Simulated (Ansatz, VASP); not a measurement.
## Zn3GeO: VASP beside Ansatz

```
CELL_PARAMETERS angstrom
4.67758 0.00000 0.00000
0.00000 4.67758 0.00000
0.00000 0.00000 4.67758
ATOMIC_POSITIONS crystal
Zn 0.00000 0.50000 0.50000
Zn 0.50000 0.00000 0.50000
Zn 0.50000 0.50000 0.00000
Ge 0.50000 0.50000 0.50000
O 0.00000 0.00000 0.00000
```

Change from the starting cell: species swapped into the RbPdCl3 type (Pm-3m, No. 221).

Alike in both runs: functional PBE; k mesh 4 × 4 × 4; occupations gaussian, width 0.1 eV; no spin polarisation.

Ansatz relaxed the structure, and its values are those at the end. VASP's run is a single point on that final structure, the one shown.

|  | VASP | Ansatz |
| --- | --- | --- |
| version | VASP 6.6.1 | Ansatz 0.2.0 |
| potentials or method | VASP PAW PBE potentials, release 64 (Zn, Ge_d, O), cutoff 520 eV | scalar-relativistic, plane waves, PAW |
| valence electrons in the cell | 56 | 56 |

Ansatz gave:

```
gap on the k mesh at the Fermi level (eV) : none
pressure (GPa)                            : 0.0
```

Q: Estimate VASP's values.

A: gap on the k mesh at the Fermi level (eV): none; pressure (GPa): 0.2.

A gap of «none» marks a metal or a gap that the smearing closes. The functional is the same, so the differences come from potentials, cutoffs and numerics.
